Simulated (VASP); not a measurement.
A run of VASP 6.6.1 is set up as follows.

POSCAR

```
ZnS
1.0
    1.9030712007      1.0987386700      9.3519478348
   -1.9030712007      1.0987386700      9.3519478348
    0.0000000000     -2.1974773400      9.3519478348
Zn S
3 3
Direct
    0.9999711400      0.9999711400      0.9999711400
    0.2222694100      0.2222694100      0.2222694100
    0.4446134400      0.4446134400      0.4446134400
    0.0832671700      0.0832671700      0.0832671700
    0.5278423000      0.5278423000      0.5278423000
    0.3053625400      0.3053625400      0.3053625400
```

File INCAR.step1:

```
SYSTEM = ZnS
  PREC = Accurate
  ENCUT = 520
  ISMEAR = 0
  SIGMA = 0.1
  LREAL = .FALSE.
  LASPH = .TRUE.
  NELM = 80
  NBANDS = 36
  GGA = PE
  ALGO = Normal
  EDIFF = 1E-4
  LWAVE = .TRUE.
  LCHARG = .FALSE.
```

The input INCAR.step2:

```
SYSTEM = ZnS
  PREC = Accurate
  ENCUT = 520
  EDIFF = 1E-7
  ISMEAR = 0
  SIGMA = 0.1
  LREAL = .FALSE.
  LASPH = .TRUE.
  NELM = 80
  ALGO = Normal
  ISIF = 2
  LWAVE = .FALSE.
  LCHARG = .FALSE.
  METAGGA = R2SCAN
  LMIXTAU = .TRUE.
  NBANDS = 36
  ISTART = 1
```

Contents of KPOINTS:

```
regular mesh
0
G
  6 6 6
  0 0 0
```

Potentials or basis: VASP PAW PBE potentials, release 64 (Zn, S).

The run is started by

```bash
$ cat potpaw_PBE.64/Zn/POTCAR potpaw_PBE.64/S/POTCAR > POTCAR
$ cp INCAR.step1 INCAR
$ mpirun -np 1 vasp_std > vasp.out
$ cp INCAR.step2 INCAR
$ mpirun -np 1 vasp_std > vasp.out
```

Predict the pressure.

0.1 GPa.

Predict the largest force.

0.012 eV/Å.

Predict the band gap on the k mesh.

2.77 eV, direct.

Forces in eV/Å, atoms in the order of the input:
```
Zn   0.000  0.000 -0.003
Zn   0.000  0.000 -0.003
Zn   0.000  0.000 -0.010
S    0.000  0.000  0.002
S    0.000  0.000  0.003
S    0.000  0.000  0.012
```

Caveat: the PAW data sets were made with another functional, which shifts forces and pressure a little. r2SCAN opens gaps a little over a GGA but as a rule still falls short of measured ones.
